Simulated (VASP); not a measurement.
BeSi:

```
CELL_PARAMETERS angstrom
2.48446 0.00000 0.00000
-1.24223 2.15160 0.00000
0.00000 0.00000 8.11424
ATOMIC_POSITIONS crystal
Be 0.00000 0.00000 0.00000
Si 0.00000 0.00000 0.50000
```

```yaml
Program: VASP 6.6.1
Task: relaxation of cell and atoms
Functional: PBE
Potentials_or_basis: VASP PAW PBE potentials, release 64 (Be, Si)
Cutoff: 600 eV
k_mesh: 6 × 6 × 2
Occupations: gaussian, width 0.1 eV
Spin: no spin polarisation
```

At the start: pressure -5.8 GPa; volume 21.69 Å³/atom.

How do energy, volume and symmetry change on relaxing?

Over 14 steps the energy falls by 171.3 meV/atom and the volume is 14.69 Å³/atom (-32.3 %); space group P6/mmm (No. 191, to 0.05 Å).

Step by step:
```
step  energy change (eV)  largest force (eV/Å)  pressure (GPa)  volume (Å³)
   1              0.0000                0.0000           -5.81        43.38
   2             -0.0730                0.0000            0.19        38.61
   3             -0.0759                0.0000           -0.28        39.37
   4             -0.0766                0.0000           -0.42        39.61
   5             -0.0764                0.0000           -1.11        40.08
   6             -0.0768                0.0000           -0.60        39.77
   7             -0.0976                0.0000           -0.58        38.86
   8             -0.1630                0.0000           -0.76        36.32
   9             -0.3231                0.0000           -1.23        31.26
  10             -0.2993                0.0000           28.83        21.22
  11             -0.3423                0.0000           -0.58        29.69
  12             -0.3420                0.0000           -0.45        29.49
  13             -0.3339                0.0000            2.67        28.97
  14             -0.3426                0.0000            0.16        29.38
```

Final structure:
```yaml
crystal:
  lattice:
    - [2.38580, 0.00000, 0.00000]
    - [-1.19290, 2.06616, 0.00000]
    - [0.00000, 0.00000, 5.95960]
  atoms:
    - { symbol: Be, position: [0.00000, 0.00000, 0.00000] }
    - { symbol: Si, position: [0.00000, 0.00000, 0.50000] }
```

Caveat: the k points lie up to 0.53 Å⁻¹ apart in the final cell; the volume moved by over 15 % at a fixed basis, so the end points are rough.
